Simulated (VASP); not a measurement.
Here is a VASP 6.6.1 calculation.

File INCAR:

```
SYSTEM = NaI
PREC = Accurate
ENCUT = 520
EDIFF = 1E-6
ISMEAR = 0
SIGMA = 0.01
LREAL = .FALSE.
LASPH = .TRUE.
NELM = 60
ALGO = Normal
ISIF = 2
LWAVE = .FALSE.
LCHARG = .FALSE.
GGA = PE
NBANDS = 14
```

The input KPOINTS:

```
Automatic mesh
0
G
  4 4 4
  0 0 0
```

File POSCAR:

```
NaI
1.0
    0.0000000000      3.4368958848      3.4368958848
    3.4368958848      0.0000000000      3.4368958848
    3.4368958848      3.4368958848      0.0000000000
Na I
1 1
Direct
    0.0000000000      0.0000000000      0.0000000000
    0.2500000000      0.2500000000      0.2500000000
```

Potentials or basis: VASP PAW PBE potentials, release 64 (Na_pv, I).

Command:

```sh
$ cat potpaw_PBE.64/Na_pv/POTCAR potpaw_PBE.64/I/POTCAR > POTCAR
$ mpirun -np 1 vasp_std > vasp.out
```

Q: Predict the band gap on the k mesh.

A: 3.98 eV.

Q: What does it give for the pressure?

A: 1.8 GPa.

Caveat: the cell differs from its parent crystal (strain -3.0%); spin-orbit coupling is left out, which moves the levels of the heavy elements.
